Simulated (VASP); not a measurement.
# BN (R3m) in VASP: further runs

The runs below take BN through G0W0 quasiparticle levels, with PBE.

Everything below comes from runs of VASP 6.6.1. Logs are shortened: lines on timing, memory, paths and dates and some standing lists are left out, and cuts for length are marked.

## (1) The cell of the first run

Symmetry: R3m, No. 160, trigonal system. The conventional cell has a = 2.500 Å, b = 2.500 Å, c = 9.760 Å, α = 90.00°, β = 90.00°, γ = 120.00°. Within 1.9 Å of B (site symmetry 3m) lie 3 N at 1.44 Å. N (site symmetry 3m) has 3 B at 1.44 Å within 1.9 Å.

## (2) G0W0 quasiparticle levels, PBE

Input file POSCAR:

```
BN
1.0
    1.2501241111      0.7217594921      3.2533304082
   -1.2501241111      0.7217594921      3.2533304082
    0.0000000000     -1.4435189842      3.2533304082
B N
1 1
Direct
    0.9996880823      0.9996880823      0.9996880823
    0.3327449177      0.3327449177      0.3327449177
```

Input file INCAR.step1:

```
SYSTEM = BN
PREC = Accurate ; ENCUT = 500
EDIFF = 1E-8 ; ISMEAR = 0
SIGMA = 0.01 ; LREAL = .FALSE.
LASPH = .TRUE. ; NELM = 80
ALGO = Normal ; LWAVE = .TRUE.
LCHARG = .FALSE. ; GGA = PE
```

Input file INCAR.step2:

```
SYSTEM = BN
PREC = Accurate ; ENCUT = 500
EDIFF = 1E-8 ; ISMEAR = 0
SIGMA = 0.01 ; LREAL = .FALSE.
LASPH = .TRUE. ; NELM = 1
ALGO = Exact ; LWAVE = .TRUE.
LCHARG = .FALSE. ; GGA = PE
NBANDS = 64 ; LOPTICS = .TRUE.
ISTART = 1
```

Input file INCAR.step3:

```
SYSTEM = BN
PREC = Accurate ; ENCUT = 500
EDIFF = 1E-8 ; ISMEAR = 0
SIGMA = 0.01 ; LREAL = .FALSE.
LASPH = .TRUE. ; ALGO = EVGW0
LWAVE = .FALSE. ; LCHARG = .FALSE.
GGA = PE ; NELMGW = 1
NBANDS = 64 ; ENCUTGW = 80.0
NOMEGA = 48 ; PRECFOCK = Fast
ISTART = 1 ; NBANDSGW = 12
```

Input file KPOINTS:

```
Automatic mesh
0
G
  4 4 4
  0 0 0
```

Potentials or basis: VASP PAW PBE potentials, release 64 (B_GW, N_GW).

Launch:

```console
> cat potpaw_PBE.64/B_GW/POTCAR potpaw_PBE.64/N_GW/POTCAR > POTCAR
> cp INCAR.step1 INCAR
> mpirun -np 1 vasp_std > vasp.out
> cp INCAR.step2 INCAR
> mpirun -np 1 vasp_std > vasp.out
> cp INCAR.step3 INCAR
> mpirun -np 1 vasp_std > vasp.out
```

OUTCAR:

```text
SYSTEM = BN
   PREC = Accurate
   ENCUT = 500
   EDIFF = 1E-8
   ISMEAR = 0
   LREAL = .FALSE.
   LASPH = .TRUE.
   GGA = PE
   NELMGW = 1
   ENCUTGW = 80.0
   PRECFOCK = Fast
   ISTART = 1

 ion  position               nearest neighbor table
   1  1.000  1.000  1.000-   2 1.44   2 1.44   2 1.44
   2  0.333  0.333  0.333-   1 1.44   1 1.44   1 1.44

  LATTYP: Found a trigonal (rhomboedric) cell.
 ALAT       =     3.5592001633
 COS(alpha) =     0.7532646173

  Lattice vectors:

 A1 = (   1.2501241111,   0.7217594921,   3.2533304082)
 A2 = (  -1.2501241111,   0.7217594921,   3.2533304082)
 A3 = (   0.0000000000,  -1.4435189842,   3.2533304082)

Analysis of symmetry for initial positions (statically):
=====================================================================
 Subroutine PRICEL returns:
 Original cell was already a primitive cell.

 Routine SETGRP: Setting up the symmetry group for a
 trigonal (rhombohedral) supercell.

 Subroutine GETGRP returns: Found  6 space group operations
 (whereof  6 operations were pure point group operations)
 out of a pool of 12 trial point group operations.

The static configuration has the point symmetry C_3v.

Analysis of symmetry for dynamics (positions and initial velocities):
=====================================================================
 Subroutine PRICEL returns:
 Original cell was already a primitive cell.

 Routine SETGRP: Setting up the symmetry group for a
 trigonal (rhombohedral) supercell.

 Subroutine GETGRP returns: Found  6 space group operations
 (whereof  6 operations were pure point group operations)
 out of a pool of 12 trial point group operations.

The dynamic configuration has the point symmetry C_3v.

 Subroutine INISYM returns: Found  6 space group operations
[... 77 lines left out ...]
   ISTART =      1    job   : 0-new  1-cont  2-samecut
   ICHARG =      0    charge: 1-file 2-atom 10-const
   ISPIN  =      1    spin polarized calculation?
   LNONCOLLINEAR =      F non collinear calculations
   LSORBIT =      F    spin-orbit coupling
   LASPH  =      T    aspherical Exc in radial PAW
   ENCUT  =  500.0 eV  36.75 Ry    6.06 a.u.   6.49  6.49  6.49*2*pi/ulx,y,z
   NELM   =     60;   NELMIN=  2; NELMDL=  0     # of ELM steps
   EDIFF  = 0.1E-07   stopping-criterion for ELM
   LREAL  =      F    real-space projection
   EDIFFG = 0.1E-06   stopping-criterion for IOM
   NSW    =      0    number of steps for IOM
   IBRION =     -1    ionic relax: 0-MD 1-quasi-New 2-CG
   NFREE  =      0    steps in history (QN), initial steepest desc. (CG)
   ISIF   =      0    stress and relaxation
   ISYM   =      3    0-nonsym 1-usesym 2-fastsym
   POTIM  = 0.5000    time-step for ionic-motion
   TEBEG  =    0.0;   TEEND  =   0.0 temperature during run
   PSTRESS=    0.0 pullay stress
   NELECT =       8.0000    total number of electrons
   NUPDOWN=      -1.0000    fix difference up-down
   EMIN   =  10.00;   EMAX   =-10.00  energy-range for DOS
   EFERMI =   0.00;   METHOD = LEGACY
   ISMEAR =     0;   SIGMA  =   0.01  broadening in eV -4-tet -1-fermi 0-gaus
   EFERMI_NEDOS =   21; number of points for ismear=-14 and -15
   IALGO  =     38    algorithm
   IMIX   =      4    mixing-type and parameters
     AMIX     =   0.40;   BMIX     =  1.00
     AMIX_MAG =   1.60;   BMIX_MAG =  1.00
  volume/ion in A,a.u.               =       8.81        59.43
  Fermi-wavevector in a.u.,A,eV,Ry     =   1.258432  2.378092 21.546887  1.583651
  Thomas-Fermi vector in A             =   2.392042
   LORBIT       =      0    0 simple, 1 ext, 2 COOP (PROOUT), +10 PAW based schemes
   GGA     = PE    functional components
   LHFCALC =     T    Hartree Fock is set to
   PRECFOCK=fast      Normal, Fast or Accurate (Low or Medium for compatibility)
   ENCUT4O =  -1.0   cutoff for four orbital integrals eV
   NKREDX  =     1    reduce k-point grid by
   NKREDY  =     1    reduce k-point grid by
   NKREDZ  =     1    reduce k-point grid by
   AEXX    =    1.0000 exact exchange contribution
   HFSCREEN=    0.0000 screening length (either q_TF or 0.3 A-1)
   HFSCREENC=   0.0000 screening length for correlation (either q_TF or 0.3 A-1)
   ENCUTFOCK=  -1.0 apply spherical cutoff to Coloumb kernel
   IVDW    =     0    specifies the selected vdW correction
   LEPSILON=     F    determine dielectric tensor
   LRPA    =     F    only Hartree local field effects (RPA)
   LRPAFORCE           =     F    calculate RPA forces
   ENCUTGW             =  80.0    cutoff for response function in eV
   ENCUTGWSOFT         =  64.0    soft cutoff for Coulomb kernel in GW response function in eV
   ENCUTLF             =  -1.0    cutoff for local field effects
   NELMGW              =     1    number of iterations in solving QP/BSE equation
   NELMHF              =     1    number of iterations in the inner HF iteration
   NKREDLFX            =     1    NKREDLFY  =   1   NKREDLFZ  =   1
 non-spin polarized calculation
 Gauss-broadening in eV      SIGMA  =   0.01
  energy-cutoff  :      500.00
  volume of cell :       17.61
 maximum number of plane-waves:       458
 NGX is ok and might be reduce to    28
  NGX = 14; NGY = 14; NGZ = 14
   NGX = 13   NGY = 13   NGZ = 13
 maximum number of plane-waves:        34
 NGX is ok and might be reduce to    14

 QP shifts <psi_nk| G(iteration)W_0 |psi_nk>: iteration 1
 for sc-GW calculations column KS-energies equals QP-energies in previous step
 and V_xc(KS)=  KS-energies - (<T + V_ion + V_H > + <T+V_H+V_ion>^1  + <V_x>^1)

 k-point   1 :       0.0000    0.0000    0.0000
  band No.  KS-energies  QP-energies   sigma(KS)   V_xc(KS)     V^pw_x(r,r')   Z            occupation Imag(sigma)

      1     -15.3589     -17.0538     -18.2943     -15.9324     -26.6193       0.7176       2.0000       1.2888
      2      -1.5088      -2.5514     -15.8818     -14.5029     -19.5497       0.7561       2.0000       0.2373
      3       1.1977       0.4268     -19.1685     -18.2075     -22.7825       0.8020       2.0000       0.1351
      4       1.1977       0.4268     -19.1685     -18.2075     -22.7825       0.8020       2.0000       0.1351
      5       7.8676       8.1189      -8.5751      -8.8757      -4.5503       0.8358       0.0000      -0.1101
      6      14.2004      16.0743     -12.0126     -14.3275      -7.1735       0.8095       0.0000      -0.1406
      7      14.2004      16.0743     -12.0126     -14.3275      -7.1735       0.8095       0.0000      -0.1406
      8      15.7242      17.4904     -12.5941     -14.9365      -6.0317       0.7540       0.0000      -0.6794
      9      17.4502      18.8136     -12.1551     -13.8945      -6.4557       0.7839       0.0000      -0.2767
     10      28.5241      29.3897      -9.1639     -10.2289      -2.6503       0.8128       0.0000      -0.9823
     11      31.3230      32.1239      -8.2851      -9.2574      -1.8568       0.8237       0.0000      -1.0251
     12      31.4135      32.4259      -9.1705     -10.3924      -3.3535       0.8286       0.0000      -1.0883
[... 180 lines left out ...]
      1     -15.0193     -16.6982     -18.6304     -16.3031     -26.9041       0.7214       2.0000       1.2084
      2      -3.8279      -5.1481     -14.1090     -12.3516     -18.2653       0.7513       2.0000       0.4409
      3       1.1726       0.3989     -19.1491     -18.1813     -22.7674       0.7995       2.0000       0.1356
      4       1.1726       0.3989     -19.1491     -18.1813     -22.7674       0.7995       2.0000       0.1356
      5      13.0005      14.3878     -12.1705     -13.9645      -7.1318       0.7733       0.0000      -0.2695
      6      14.1066      15.9657     -11.9602     -14.2478      -7.1411       0.8127       0.0000      -0.1388
      7      14.1066      15.9657     -11.9602     -14.2478      -7.1411       0.8127       0.0000      -0.1388
      8      14.9710      16.2867     -12.7606     -14.4523      -7.0929       0.7777       0.0000      -0.2657
      9      19.4565      20.8085      -9.2730     -10.8910      -2.6669       0.8357       0.0000      -0.8149
     10      25.2306      26.3659      -9.2471     -10.5827      -3.8210       0.8501       0.0000      -0.6916
     11      28.1255      28.9601      -8.9057      -9.9293      -2.6629       0.8154       0.0000      -0.8457
     12      33.2602      34.5363      -9.5216     -11.0173      -3.6021       0.8532       0.0000      -1.1446
```

It took 37 s on 1 thread of Intel Xeon 6975P-C, shared host; peak memory 0.2 GiB.

What came out:

```yaml
Band_gap_on_the_k_mesh_mean-field_level: 4.67 eV, indirect (least direct gap 5.45 eV)
Quasiparticle_gap: 6.13 eV
Least_direct_quasiparticle_gap: 7.11 eV
```

Caveat: the k points lie up to 0.74 Å⁻¹ apart; bands, screening cutoff and mesh are small and nothing is extrapolated, so the quasiparticle values aren't converged. A k mesh can miss the band edges.

## (3) G0W0 quasiparticle levels, PBE

POSCAR is that of step 2.

Input file INCAR.step1:

```
SYSTEM = BN
ALGO     = Normal         ! electronic algorithm
EDIFF    = 1E-8           ! SCF threshold, eV
ENCUT    = 500            ! plane-wave cutoff, eV
GGA      = PE             ! functional
ISMEAR   = 0              ! smearing method
LASPH    = .TRUE.         ! aspherical terms in the spheres
LCHARG   = .FALSE.        ! write CHGCAR
LREAL    = .FALSE.        ! projectors in reciprocal space
LWAVE    = .TRUE.         ! write WAVECAR
NELM     = 60             ! most SCF steps
PREC     = Accurate       ! precision mode
SIGMA    = 0.01           ! smearing width, eV
```

Input file INCAR.step2:

```
SYSTEM = BN
ALGO     = Exact          ! electronic algorithm
EDIFF    = 1E-8           ! SCF threshold, eV
ENCUT    = 500            ! plane-wave cutoff, eV
GGA      = PE             ! functional
ISMEAR   = 0              ! smearing method
ISTART   = 1            
LASPH    = .TRUE.         ! aspherical terms in the spheres
LCHARG   = .FALSE.        ! write CHGCAR
LOPTICS  = .TRUE.         ! frequency-dependent dielectric function
LREAL    = .FALSE.        ! projectors in reciprocal space
LWAVE    = .TRUE.         ! write WAVECAR
NBANDS   = 154            ! bands
NELM     = 1              ! most SCF steps
PREC     = Accurate       ! precision mode
SIGMA    = 0.01           ! smearing width, eV
```

Input file INCAR.step3:

```
SYSTEM = BN
ALGO     = EVGW0          ! electronic algorithm
EDIFF    = 1E-8           ! SCF threshold, eV
ENCUT    = 500            ! plane-wave cutoff, eV
ENCUTGW  = 100.0          ! cutoff of the response function
GGA      = PE             ! functional
ISMEAR   = 0              ! smearing method
ISTART   = 1            
LASPH    = .TRUE.         ! aspherical terms in the spheres
LCHARG   = .FALSE.        ! write CHGCAR
LREAL    = .FALSE.        ! projectors in reciprocal space
LWAVE    = .FALSE.        ! write WAVECAR
NBANDS   = 154            ! bands
NBANDSGW = 12           
NELMGW   = 1            
NOMEGA   = 48             ! frequency points
PREC     = Accurate       ! precision mode
PRECFOCK = Fast         
SIGMA    = 0.01           ! smearing width, eV
```

Input file KPOINTS:

```
k-points
0
G
  4 4 4
  0 0 0
```

Potentials or basis: VASP PAW PBE potentials, release 64 (B_GW, N_GW).

Launch:

```console
> cat potpaw_PBE.64/B_GW/POTCAR potpaw_PBE.64/N_GW/POTCAR > POTCAR
> cp INCAR.step1 INCAR
> mpirun -np 1 vasp_std > vasp.out
> cp INCAR.step2 INCAR
> mpirun -np 1 vasp_std > vasp.out
> cp INCAR.step3 INCAR
> mpirun -np 1 vasp_std > vasp.out
```

OUTCAR:

```text
SYSTEM = BN
   EDIFF = 1E-8
   ENCUT = 500
   ENCUTGW = 100.0
   GGA = PE
   ISMEAR = 0
   ISTART = 1
   LASPH = .TRUE.
   LREAL = .FALSE.
   NELMGW = 1
   PREC = Accurate
   PRECFOCK = Fast

 ion  position               nearest neighbor table
   1  1.000  1.000  1.000-   2 1.44   2 1.44   2 1.44
   2  0.333  0.333  0.333-   1 1.44   1 1.44   1 1.44

  LATTYP: Found a trigonal (rhomboedric) cell.
 ALAT       =     3.5592001633
 COS(alpha) =     0.7532646173

  Lattice vectors:

 A1 = (   1.2501241111,   0.7217594921,   3.2533304082)
 A2 = (  -1.2501241111,   0.7217594921,   3.2533304082)
 A3 = (   0.0000000000,  -1.4435189842,   3.2533304082)

Analysis of symmetry for initial positions (statically):
=====================================================================
 Subroutine PRICEL returns:
 Original cell was already a primitive cell.

 Routine SETGRP: Setting up the symmetry group for a
 trigonal (rhombohedral) supercell.

 Subroutine GETGRP returns: Found  6 space group operations
 (whereof  6 operations were pure point group operations)
 out of a pool of 12 trial point group operations.

The static configuration has the point symmetry C_3v.

Analysis of symmetry for dynamics (positions and initial velocities):
=====================================================================
 Subroutine PRICEL returns:
 Original cell was already a primitive cell.

 Routine SETGRP: Setting up the symmetry group for a
 trigonal (rhombohedral) supercell.

 Subroutine GETGRP returns: Found  6 space group operations
[... 110 lines left out ...]
     AMIX     =   0.40;   BMIX     =  1.00
     AMIX_MAG =   1.60;   BMIX_MAG =  1.00
  volume/ion in A,a.u.               =       8.81        59.43
  Fermi-wavevector in a.u.,A,eV,Ry     =   1.258432  2.378092 21.546887  1.583651
  Thomas-Fermi vector in A             =   2.392042
   LORBIT       =      0    0 simple, 1 ext, 2 COOP (PROOUT), +10 PAW based schemes
   GGA     = PE    functional components
   LHFCALC =     T    Hartree Fock is set to
   PRECFOCK=fast      Normal, Fast or Accurate (Low or Medium for compatibility)
   ENCUT4O =  -1.0   cutoff for four orbital integrals eV
   NKREDX  =     1    reduce k-point grid by
   NKREDY  =     1    reduce k-point grid by
   NKREDZ  =     1    reduce k-point grid by
   AEXX    =    1.0000 exact exchange contribution
   HFSCREEN=    0.0000 screening length (either q_TF or 0.3 A-1)
   HFSCREENC=   0.0000 screening length for correlation (either q_TF or 0.3 A-1)
   ENCUTFOCK=  -1.0 apply spherical cutoff to Coloumb kernel
   IVDW    =     0    specifies the selected vdW correction
   LEPSILON=     F    determine dielectric tensor
   LRPA    =     F    only Hartree local field effects (RPA)
   LRPAFORCE           =     F    calculate RPA forces
   ENCUTGW             = 100.0    cutoff for response function in eV
   ENCUTGWSOFT         =  80.0    soft cutoff for Coulomb kernel in GW response function in eV
   ENCUTLF             =  -1.0    cutoff for local field effects
   NELMGW              =     1    number of iterations in solving QP/BSE equation
   NELMHF              =     1    number of iterations in the inner HF iteration
   NKREDLFX            =     1    NKREDLFY  =   1   NKREDLFZ  =   1
 non-spin polarized calculation
 Gauss-broadening in eV      SIGMA  =   0.01
  energy-cutoff  :      500.00
  volume of cell :       17.61
 maximum number of plane-waves:       458
 NGX is ok and might be reduce to    28
  NGX = 14; NGY = 14; NGZ = 14
   NGX = 13   NGY = 13   NGZ = 13
 maximum number of plane-waves:        48
 NGX is ok and might be reduce to    14

 QP shifts <psi_nk| G(iteration)W_0 |psi_nk>: iteration 1
 for sc-GW calculations column KS-energies equals QP-energies in previous step
 and V_xc(KS)=  KS-energies - (<T + V_ion + V_H > + <T+V_H+V_ion>^1  + <V_x>^1)

 k-point   1 :       0.0000    0.0000    0.0000
  band No.  KS-energies  QP-energies   sigma(KS)   V_xc(KS)     V^pw_x(r,r')   Z            occupation Imag(sigma)

      1     -15.3589     -17.1544     -18.4323     -15.9324     -26.6193       0.7182       2.0000       1.3066
      2      -1.5088      -2.6354     -15.9974     -14.5029     -19.5497       0.7539       2.0000       0.2400
      3       1.1977       0.2435     -19.3992     -18.2075     -22.7825       0.8007       2.0000       0.1403
      4       1.1977       0.2435     -19.3992     -18.2075     -22.7825       0.8007       2.0000       0.1403
      5       7.8676       8.1114      -8.5839      -8.8757      -4.5503       0.8354       0.0000      -0.1080
      6      14.2004      15.9463     -12.1682     -14.3275      -7.1735       0.8085       0.0000      -0.1342
      7      14.2004      15.9463     -12.1682     -14.3275      -7.1735       0.8085       0.0000      -0.1342
      8      15.7242      17.2622     -12.8841     -14.9365      -6.0317       0.7494       0.0000      -0.6820
      9      17.4502      18.6817     -12.3196     -13.8945      -6.4557       0.7820       0.0000      -0.2739
     10      28.5241      29.2520      -9.3327     -10.2289      -2.6503       0.8123       0.0000      -1.0070
     11      31.3230      31.9974      -8.4369      -9.2574      -1.8568       0.8220       0.0000      -1.0204
     12      31.4135      32.3393      -9.2785     -10.3924      -3.3535       0.8311       0.0000      -1.0775
[... 180 lines left out ...]
      1     -15.0193     -16.7919     -18.7613     -16.3031     -26.9041       0.7211       2.0000       1.2286
      2      -3.8279      -5.2069     -14.1905     -12.3516     -18.2653       0.7499       2.0000       0.4440
      3       1.1726       0.2164     -19.3792     -18.1813     -22.7674       0.7983       2.0000       0.1405
      4       1.1726       0.2164     -19.3792     -18.1813     -22.7674       0.7983       2.0000       0.1405
      5      13.0005      14.2396     -12.3585     -13.9645      -7.1318       0.7716       0.0000      -0.2625
      6      14.1066      15.8379     -12.1136     -14.2478      -7.1411       0.8112       0.0000      -0.1326
      7      14.1066      15.8379     -12.1136     -14.2478      -7.1411       0.8112       0.0000      -0.1326
      8      14.9710      16.1810     -12.8908     -14.4523      -7.0929       0.7749       0.0000      -0.2586
      9      19.4565      20.6374      -9.4785     -10.8910      -2.6669       0.8361       0.0000      -0.8330
     10      25.2306      26.2625      -9.3671     -10.5827      -3.8210       0.8489       0.0000      -0.6828
     11      28.1255      28.8352      -9.0588      -9.9293      -2.6629       0.8154       0.0000      -0.8623
     12      33.2602      34.4295      -9.6502     -11.0173      -3.6021       0.8554       0.0000      -1.1340
```

OUTCAR.step1:

```text
SYSTEM = BN
   EDIFF = 1E-8
   ENCUT = 500
   GGA = PE
   ISMEAR = 0
   LASPH = .TRUE.
   LREAL = .FALSE.
[... 351 lines left out ...]
      0.00000      0.00000      9.75695         0.000000      0.000000      0.001401
      0.00000      0.00000      3.24759         0.000000     -0.000000     -0.001401
 -----------------------------------------------------------------------------------
    total drift:                                0.000000      0.000000      0.000425

  FREE ENERGIE OF THE ION-ELECTRON SYSTEM (eV)
  ---------------------------------------------------
  free  energy   TOTEN  =       -17.5717519982 eV

  energy  without entropy=      -17.5717519982  energy(sigma->0) =      -17.57175200
```

Run time: 48 s. Hardware: 1 thread of Intel Xeon Platinum 8375C at 2.90GHz (Ice Lake), shared host; peak memory 0.22 GiB.

What came out:

```yaml
Band_gap_on_the_k_mesh_mean-field_level: 4.67 eV, indirect (least direct gap 5.45 eV)
Quasiparticle_gap: 6.17 eV
Least_direct_quasiparticle_gap: 7.13 eV
```

Caveat: the k points lie up to 0.74 Å⁻¹ apart; bands, screening cutoff and mesh are small and nothing is extrapolated, so the quasiparticle values aren't converged. A k mesh can miss the band edges.
